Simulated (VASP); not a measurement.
ZrTa3Be:

```xyz
5
Lattice="3.9727 0.0000 0.0000 0.0000 3.9727 0.0000 0.0000 0.0000 4.0225" Properties=species:S:1:pos:R:3 pbc="T T T"
Zr    0.0000    0.0000    0.0000
Ta    1.9864    1.9864    3.9220
Ta    0.0000    1.9864    1.9509
Ta    1.9864    0.0000    1.9509
Be    1.9864    1.9864    2.0716
```

- Program: VASP 6.6.1
- Task: relaxation of cell and atoms
- Functional: PBE
- Potentials or basis: VASP PAW PBE potentials, release 64 (Zr_sv, Ta_pv, Be)
- Cutoff: 600 eV
- k mesh: 4 × 4 × 4
- Occupations: gaussian, width 0.1 eV
- Spin: no spin polarisation

At the start: pressure 103.9 GPa; volume 12.70 Å³/atom.

Task: How do energy, volume and symmetry change on relaxing?

Result: Over 35 steps the energy falls by 1592.5 meV/atom and the volume is 18.58 Å³/atom (+46.3 %); space group P4mm (No. 99, to 0.05 Å).

The path:
| step | energy change (eV) | largest force (eV/Å) | pressure (GPa) | volume (Å³) |
| --- | --- | --- | --- | --- |
| 1 | 0.0000 | 6.2678 | 103.90 | 63.49 |
| 2 | 3.8367 | 1.7442 | -23.98 | 173.17 |
| 3 | -7.2350 | 2.5580 | -6.17 | 97.08 |
| 4 | -7.3693 | 2.4445 | -1.02 | 93.31 |
| 5 | -7.3877 | 2.3742 | 1.90 | 91.48 |
| 6 | -7.4903 | 1.0919 | -4.13 | 94.91 |
| 7 | -7.5406 | 0.3706 | -2.22 | 93.62 |
| 8 | -7.5482 | 0.4520 | 1.84 | 91.08 |
| 9 | -7.5547 | 0.2279 | 0.15 | 92.10 |
| 10 | -7.5592 | 0.1979 | 0.21 | 92.05 |
| 11 | -7.5711 | 0.3236 | 0.45 | 91.90 |
| 12 | -7.5828 | 0.6152 | 1.09 | 91.58 |
| 13 | -7.5841 | 0.6150 | 1.07 | 91.60 |
| 14 | -7.5879 | 0.6111 | 0.97 | 91.66 |
| 15 | -7.5952 | 0.5983 | 0.78 | 91.80 |
| 16 | -7.6077 | 0.5513 | 0.41 | 92.06 |
| 17 | -7.6181 | 0.3998 | -0.32 | 92.58 |
| 18 | -7.6301 | 0.3436 | -0.45 | 92.67 |
| 19 | -7.6603 | 0.2151 | -0.81 | 92.95 |
| 20 | -7.6824 | 0.2961 | -1.11 | 93.50 |
| 21 | -7.7438 | 0.1902 | -0.48 | 93.26 |
| 22 | -7.8574 | 0.7158 | 1.79 | 92.41 |
| 23 | -7.8643 | 1.0341 | 3.09 | 91.97 |
| 24 | -7.9240 | 0.4995 | -0.16 | 93.82 |
| 25 | -7.9307 | 0.2435 | -1.84 | 94.84 |
| 26 | -7.9488 | 0.2261 | -0.84 | 93.99 |
| 27 | -7.9579 | 0.2340 | 0.60 | 92.84 |
| 28 | -7.9613 | 0.1083 | -0.09 | 93.07 |
| 29 | -7.9613 | 0.1026 | -0.16 | 93.10 |
| 30 | -7.9619 | 0.0802 | 0.00 | 92.96 |
| 31 | -7.9622 | 0.0548 | 0.21 | 92.78 |
| 32 | -7.9625 | 0.0573 | -0.01 | 92.93 |
| 33 | -7.9625 | 0.0569 | -0.10 | 92.97 |
| 34 | -7.9625 | 0.0572 | -0.09 | 92.96 |
| 35 | -7.9626 | 0.0125 | 0.03 | 92.90 |

Final structure:
```xyz
5
Lattice="4.3281 0.0000 0.0000 0.0000 4.3281 0.0000 0.0000 0.0000 4.9595" Properties=species:S:1:pos:R:3 pbc="T T T"
Zr    4.3281    4.3281    4.5913
Ta    2.1640    2.1640    0.3741
Ta    4.3281    2.1640    2.1105
Ta    2.1640    0.0000    2.1105
Be    2.1640    2.1640    3.0140
```

Caveat: the k points lie up to 0.36 Å⁻¹ apart in the final cell; the volume moved by over 15 % at a fixed basis, so the end points are rough.
